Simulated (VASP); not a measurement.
Here is a VASP 6.6.1 calculation.

The input POSCAR:

```
CuI
1.0
    3.9685298215      0.0000000000      0.0000000000
    0.0000000000      3.9685298215      0.0000000000
    0.0000000000      0.0000000000      5.5742311789
Cu I
2 2
Direct
    0.0000000000      0.0000000000      0.0000000000
    0.5000000000      0.5000000000      0.0000000000
    0.0000000000      0.5000000000      0.2913000000
    0.5000000000      0.0000000000      0.7087000000
```

INCAR.step1

```
  PREC = Accurate
  ENCUT = 520
  ISMEAR = 0
  SIGMA = 0.01
  LREAL = F
  LASPH = T
  NELM = 80
  NBANDS = 26
  GGA = PE
  ALGO = Normal
  EDIFF = 1E-4
  LWAVE = T
  LCHARG = F
```

Contents of INCAR.step2:

```
  PREC = Accurate
  ENCUT = 520
  EDIFF = 1E-6
  ISMEAR = 0
  SIGMA = 0.01
  LREAL = F
  LASPH = T
  NELM = 80
  ALGO = Normal
  ISIF = 2
  LWAVE = F
  LCHARG = F
  METAGGA = R2SCAN
  LMIXTAU = T
  NBANDS = 26
  ISTART = 1
```

Contents of KPOINTS:

```
Automatic mesh
0
Gamma
  6 6 4
```

Potentials or basis: VASP PAW PBE potentials, release 64 (Cu, I).

Command:

```console
$ cat potpaw_PBE.64/Cu/POTCAR potpaw_PBE.64/I/POTCAR > POTCAR
$ cp INCAR.step1 INCAR
$ mpirun -np 1 vasp_std > vasp.out
$ cp INCAR.step2 INCAR
$ mpirun -np 1 vasp_std > vasp.out
```

(1) What does it give for the largest force?

(2) Estimate the band gap on the k mesh.

(3) What does it give for the pressure?

Answers

(1) 0.312 eV/Å.

(2) 2.21 eV, direct.

(3) 9.2 GPa.

Caveat: the PAW data sets were made with another functional, which shifts forces and pressure a little; spin-orbit coupling is left out, which moves the levels of the heavy elements.
